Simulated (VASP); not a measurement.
Here is a VASP 6.6.1 calculation.

The input POSCAR:

```
Na2S
1.0
    0.0000000000      3.2225470568      3.2225470568
    3.2225470568      0.0000000000      3.2225470568
    3.2225470568      3.2225470568      0.0000000000
S Na
1 2
Direct
    0.0000000000      0.0000000000      0.0000000000
    0.2500000000      0.2500000000      0.2500000000
    0.7500000000      0.7500000000      0.7500000000
```

INCAR.step1

```
SYSTEM = Na2S
  PREC = Accurate
  ENCUT = 550
  ISMEAR = 0
  SIGMA = 0.01
  LREAL = .FALSE.
  LASPH = .TRUE.
  NELM = 120
  NBANDS = 17
  GGA = PE
  ALGO = Normal
  EDIFF = 1E-5
  LWAVE = .TRUE.
  LCHARG = .FALSE.
  GGA_COMPAT = .FALSE.
```

File INCAR.step2:

```
SYSTEM = Na2S
  PREC = Accurate
  ENCUT = 550
  EDIFF = 1E-6
  ISMEAR = 0
  SIGMA = 0.01
  LREAL = .FALSE.
  LASPH = .TRUE.
  NELM = 120
  ALGO = Normal
  ISIF = 2
  LWAVE = .FALSE.
  LCHARG = .FALSE.
  METAGGA = R2SCAN
  LMIXTAU = .TRUE.
  NBANDS = 17
  ISTART = 1
  GGA_COMPAT = .FALSE.
```

The input KPOINTS:

```
regular mesh
0
G
  6 6 6
  0 0 0
```

Potentials or basis: VASP PAW PBE potentials, release 64 (S, Na_pv).

Run with:

```bash
$ cat potpaw_PBE.64/S/POTCAR potpaw_PBE.64/Na_pv/POTCAR > POTCAR
$ cp INCAR.step1 INCAR
$ mpirun -np 1 vasp_std > vasp.out
$ cp INCAR.step2 INCAR
$ mpirun -np 1 vasp_std > vasp.out
```

Problem. What does it give for the band gap on the k mesh?

Solution. 3.22 eV, direct.

Problem. Predict the pressure.

Solution. 1.0 GPa.

Caveat: the PAW data sets were made with another functional, which shifts forces and pressure a little.
